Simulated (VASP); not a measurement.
# TlZnCl3 (Pm-3m) in VASP: settings compared, part 3 of 3

VASP 6.6.1.

## Step 6: Single point, r2SCAN

POSCAR

```
TlZnCl3
1.0
    4.9070056205      0.0000000000      0.0000000000
    0.0000000000      4.9070056205      0.0000000000
    0.0000000000      0.0000000000      4.9070056205
Tl Zn Cl
1 1 3
Direct
    0.0000000000      0.0000000000      0.0000000000
    0.5000000000      0.5000000000      0.5000000000
    0.5000000000      0.5000000000      0.0000000000
    0.5000000000      0.0000000000      0.5000000000
    0.0000000000      0.5000000000      0.5000000000
```

INCAR.step1

```
SYSTEM = TlZnCl3
ALGO = Normal
EDIFF = 1E-4
ENCUT = 520
GGA = PE
ISMEAR = 0
LASPH = .TRUE.
LCHARG = .FALSE.
LREAL = .FALSE.
LWAVE = .TRUE.
NBANDS = 31
NELM = 100
PREC = Accurate
SIGMA = 0.01
```

INCAR.step2

```
SYSTEM = TlZnCl3
ALGO = Normal
EDIFF = 1E-6
ENCUT = 520
ISIF = 2
ISMEAR = 0
ISTART = 1
LASPH = .TRUE.
LCHARG = .FALSE.
LMIXTAU = .TRUE.
LREAL = .FALSE.
LWAVE = .FALSE.
METAGGA = R2SCAN
NBANDS = 31
NELM = 100
PREC = Accurate
SIGMA = 0.01
```

KPOINTS

```
k-points
0
G
  6 6 6
  0 0 0
```

Potentials or basis: VASP PAW PBE potentials, release 64 (Tl_d, Zn, Cl).

Started as:

```
> cat potpaw_PBE.64/Tl_d/POTCAR potpaw_PBE.64/Zn/POTCAR potpaw_PBE.64/Cl/POTCAR > POTCAR
> cp INCAR.step1 INCAR
> mpirun -np 1 vasp_std > vasp.out
> cp INCAR.step2 INCAR
> mpirun -np 1 vasp_std > vasp.out
```

OUTCAR:

```text
SYSTEM = TlZnCl3
   EDIFF = 1E-6
   ENCUT = 520
   ISIF = 2
   ISMEAR = 0
   ISTART = 1
   LASPH = .TRUE.
   LREAL = .FALSE.
   METAGGA = R2SCAN
   NELM = 100
   PREC = Accurate

 ion  position               nearest neighbor table
   1  0.000  0.000  0.000-
   2  0.500  0.500  0.500-   3 2.45   4 2.45   5 2.45   3 2.45   4 2.45   5 2.45
   3  0.500  0.500  0.000-   2 2.45   2 2.45
   4  0.500  0.000  0.500-   2 2.45   2 2.45
   5  0.000  0.500  0.500-   2 2.45   2 2.45

  LATTYP: Found a simple cubic cell.
 ALAT       =     4.9070056205

  Lattice vectors:

 A1 = (   4.9070056205,   0.0000000000,   0.0000000000)
 A2 = (   0.0000000000,   4.9070056205,   0.0000000000)
 A3 = (   0.0000000000,   0.0000000000,   4.9070056205)

Analysis of symmetry for initial positions (statically):
=====================================================================
 Subroutine PRICEL returns:
 Original cell was already a primitive cell.

 Routine SETGRP: Setting up the symmetry group for a
 simple cubic supercell.

 Subroutine GETGRP returns: Found 48 space group operations
 (whereof 48 operations were pure point group operations)
 out of a pool of 48 trial point group operations.

The static configuration has the point symmetry O_h .

Analysis of symmetry for dynamics (positions and initial velocities):
=====================================================================
 Subroutine PRICEL returns:
 Original cell was already a primitive cell.

 Routine SETGRP: Setting up the symmetry group for a
 simple cubic supercell.

 Subroutine GETGRP returns: Found 48 space group operations
 (whereof 48 operations were pure point group operations)
 out of a pool of 48 trial point group operations.

The dynamic configuration has the point symmetry O_h .

 Subroutine INISYM returns: Found 48 space group operations
 (whereof 48 operations are pure point group operations),
 and found     1 'primitive' translations

[... 116 lines left out ...]
  volume/ion in A,a.u.               =      23.63       159.47
  Fermi-wavevector in a.u.,A,eV,Ry     =   1.195393  2.258966 19.442257  1.428966
  Thomas-Fermi vector in A             =   2.331360
   LORBIT       =      0    0 simple, 1 ext, 2 COOP (PROOUT), +10 PAW based schemes
   METAGGA = R2SCAN    functional components
   LHFCALC =     F    Hartree Fock is set to
   AEXX    =    0.0000 exact exchange contribution
   IVDW    =     0    specifies the selected vdW correction
   LEPSILON=     F    determine dielectric tensor
   LRPA    =     F    only Hartree local field effects (RPA)
 non-spin polarized calculation
 Gauss-broadening in eV      SIGMA  =   0.01
  energy-cutoff  :      520.00
  volume of cell :      118.15
 maximum number of plane-waves:      3203
   NGX = 19   NGY = 19   NGZ = 19

 number of electron      45.9999994 magnetization

 Free energy of the ion-electron system (eV)
  ---------------------------------------------------
  ext. energy  EPLUGINS =         0.00000000
  ---------------------------------------------------
  free energy    TOTEN  =       -86.48368304 eV

  energy without entropy =      -86.48368304  energy(sigma->0) =      -86.48368304

 E-fermi :   1.0026     XC(G=0):  -9.7999

 val. band max:        0.9213244790   @ k =   0.5000   0.5000   0.0000
 cond. band min:       3.2135897378   @ k =   0.0000   0.0000   0.0000
 fundamental gap:      2.2922652588
 Fermi energy:         1.0026489271

 k-point     1 :       0.0000    0.0000    0.0000
  band No.  band energies     occupation
      1     -13.6973      2.00000
      2     -12.6495      2.00000
      3     -12.6495      2.00000
      4      -8.0977      2.00000
      5      -8.0977      2.00000
      6      -8.0940      2.00000
[... 669 lines left out ...]
     30      10.4295      0.00000
     31      12.9450      0.00000

------------------------ aborting loop because EDIFF is reached ----------------------------------------

  FORCE on cell =-STRESS in cart. coord.  units (eV):
  Direction    XX          YY          ZZ          XY          YZ          ZX
  --------------------------------------------------------------------------------------
  -------------------------------------------------------------------------------------
  Total       -0.0061613     -0.0061613     -0.0061613     -0.0000000     -0.0000000     -0.0000000
  in kB       -0.0835471     -0.0835471     -0.0835471     -0.0000000     -0.0000000     -0.0000000
  external PRESSURE =      -0.0835471 kB  Pullay stress =       0.0000000 kB

 VOLUME and BASIS-vectors are now :
 -----------------------------------------------------------------------------
  energy-cutoff  :      520.00
  volume of cell :      118.15
      direct lattice vectors                 reciprocal lattice vectors
     4.907005620  0.000000000  0.000000000     0.203790270  0.000000000  0.000000000
     0.000000000  4.907005620  0.000000000     0.000000000  0.203790270  0.000000000
     0.000000000  0.000000000  4.907005620     0.000000000  0.000000000  0.203790270

 POSITION                                       TOTAL-FORCE (eV/Angst)
 -----------------------------------------------------------------------------------
      0.00000      0.00000      0.00000         0.000000      0.000000      0.000000
      2.45350      2.45350      2.45350         0.000000      0.000000      0.000000
      2.45350      2.45350      0.00000         0.000000      0.000000      0.000000
      2.45350      0.00000      2.45350         0.000000      0.000000      0.000000
      0.00000      2.45350      2.45350         0.000000      0.000000      0.000000
 -----------------------------------------------------------------------------------
    total drift:                                0.000000      0.000000      0.000000

  FREE ENERGIE OF THE ION-ELECTRON SYSTEM (eV)
  ---------------------------------------------------
  free  energy   TOTEN  =       -86.4836830418 eV

  energy  without entropy=      -86.4836830418  energy(sigma->0) =      -86.48368304
```

OUTCAR.step1:

```text
SYSTEM = TlZnCl3
   EDIFF = 1E-4
   ENCUT = 520
   GGA = PE
   ISMEAR = 0
   LASPH = .TRUE.
   LREAL = .FALSE.
   NELM = 100
[... 903 lines left out ...]
      2.45350      2.45350      0.00000         0.000000      0.000000      0.000000
      2.45350      0.00000      2.45350         0.000000      0.000000      0.000000
      0.00000      2.45350      2.45350         0.000000      0.000000      0.000000
 -----------------------------------------------------------------------------------
    total drift:                                0.000000      0.000000      0.000000

  FREE ENERGIE OF THE ION-ELECTRON SYSTEM (eV)
  ---------------------------------------------------
  free  energy   TOTEN  =       -13.9029077105 eV

  energy  without entropy=      -13.9029077105  energy(sigma->0) =      -13.90290771
```

OSZICAR.step1:

```text
N       E                     dE             d eps       ncg     rms          rms(c)
DAV:   1     0.362024246642E+03    0.36202E+03   -0.21583E+04  1240   0.150E+03
DAV:   2     0.227319062082E+02   -0.33929E+03   -0.31841E+03  1353   0.353E+02
DAV:   3    -0.138917639094E+02   -0.36624E+02   -0.35994E+02  1508   0.110E+02
DAV:   4    -0.148694818021E+02   -0.97772E+00   -0.97631E+00  1457   0.195E+01
DAV:   5    -0.148871953552E+02   -0.17714E-01   -0.17712E-01  1517   0.269E+00    0.757E+00
DAV:   6    -0.139687677173E+02    0.91843E+00   -0.13951E+00  1784   0.321E+01    0.557E+00
DAV:   7    -0.139078393569E+02    0.60928E-01   -0.11658E+00  1477   0.567E+00    0.275E+00
DAV:   8    -0.139047180028E+02    0.31214E-02   -0.14359E-01  1597   0.410E+00    0.752E-01
DAV:   9    -0.139024795501E+02    0.22385E-02   -0.21714E-02  1693   0.315E+00    0.140E-01
DAV:  10    -0.139027722315E+02   -0.29268E-03   -0.41137E-03  1696   0.836E-01    0.767E-02
DAV:  11    -0.139029167910E+02   -0.14456E-03   -0.67412E-04  1318   0.140E-01    0.342E-02
DAV:  12    -0.139029077105E+02    0.90804E-05   -0.83899E-05   886   0.166E-01
   1 F= -.13902908E+02 E0= -.13902908E+02  d E =-.300875E-18
```

It took 80 s on 1 thread of Intel Xeon 6975P-C (Granite Rapids), shared host; peak memory 0.26 GiB.

What came out:

```
Free energy            : -86.4837 eV
Pressure               : 0.0 GPa
Band gap on the k mesh : 2.29 eV (least direct gap 2.96 eV)
```

Levels at points of the mesh, in eV from the valence-band top:
| k point | band 20 | band 21 | band 22 | band 23 | band 24 | band 25 | band 26 | band 27 |
| --- | --- | --- | --- | --- | --- | --- | --- | --- |
| (0.00, 0.00, 0.00) | -0.84 | -0.67 | -0.67 | -0.67 | 2.29 | 7.68 | 7.68 | 7.68 |
| (0.50, 0.00, 0.00) | -1.00 | -0.63 | -0.63 | -0.02 | 4.66 | 5.33 | 6.64 | 6.64 |
| (0.50, 0.50, 0.00) | -1.05 | -0.37 | -0.06 | 0.00 | 5.72 | 6.19 | 6.19 | 7.24 |
| (0.50, 0.50, 0.50) | -0.04 | -0.01 | -0.01 | -0.01 | 7.31 | 7.31 | 7.31 | 7.36 |

Caveat: the PAW data sets were made with another functional, which shifts forces and pressure a little; spin-orbit coupling is left out, which moves the levels of the heavy elements. A k mesh can miss the band edges.

## Step 7: Summary

| level | cell | k mesh | gap on the mesh (eV) | pressure (GPa) |
| --- | --- | --- | --- | --- |
| r2SCAN | a = 4.907 Å, 5 atoms | 4 × 4 × 4 | 2.29 | 0.0 |
| r2SCAN | a = 4.956 Å, 5 atoms | 4 × 4 × 4 | 2.18 | -1.2 |
| r2SCAN | a = 5.003 Å, 5 atoms | 4 × 4 × 4 | 2.07 | -2.2 |
| PBE | a = 4.907 Å, 5 atoms | 6 × 6 × 6 | 1.64 | 1.7 |
| r2SCAN | a = 4.907 Å, 5 atoms | 6 × 6 × 6 | 2.29 | 0.0 |

Alike in all rows: task single point; potentials or basis VASP PAW PBE potentials, release 64 (Tl_d, Zn, Cl); no spin polarisation; cutoff (eV) 520; smearing gaussian 0.01 eV.

On the cell as given the gap runs from 1.64 eV (PBE) to 2.29 eV (r2SCAN); the meshes differ, which moves gaps too. The pressure there spans 0.0 GPa (r2SCAN) to 1.7 GPa (PBE); a positive pressure means that this level wants a larger cell, a negative one a smaller.

Caveats: spin-orbit coupling is left out, which moves the levels of the heavy elements; the PAW data sets were made with another functional, which shifts forces and pressure a little (at least some runs).

Absolute energies hang on the potentials; compare differences alone.
